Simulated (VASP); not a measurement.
## ZrO2: single point with PBEsol

ZrO2:

```
Zr O
1.0
     0.00000    2.54507    2.54507
     2.54507    0.00000    2.54507
     2.54507    2.54507    0.00000
Zr O
1 2
Direct
  0.00000 0.00000 0.00000
  0.25000 0.25000 0.25000
  0.75000 0.75000 0.75000
```

```json
{
 "Program": "VASP 6.6.1",
 "Task": "single point",
 "Functional": "PBEsol",
 "Potentials or basis": "VASP PAW PBE potentials, release 64 (Zr_sv, O)",
 "Cutoff": "600 eV",
 "k mesh": "6 × 6 × 6",
 "Occupations": "gaussian, width 0.1 eV",
 "Spin": "no spin polarisation"
}
```

```
Pressure               : -3.6 GPa
Band gap on the k mesh : 3.28 eV (least direct gap 3.71 eV)
```

Levels at points of the mesh, in eV from the valence-band top:
```csv
k point,band 10,band 11,band 12,band 13,band 14,band 15
"(0.00, 0.00, 0.00)",-0.54,-0.54,-0.54,3.28,3.28,6.37
"(0.50, 0.00, 0.00)",-2.51,-1.66,-1.66,3.94,3.94,6.09
"(0.50, 0.50, 0.00)",-1.52,-1.52,0.00,3.71,4.70,5.83
```

Run time: 16 s on 1 thread of AMD EPYC 7R43 64-Core Processor (Zen 3), on a shared host, peak memory 0.13 GiB.

Caveat: the cell stands under tension; the PAW data sets were made with another functional, which shifts forces and pressure a little. A k mesh can miss the band edges.
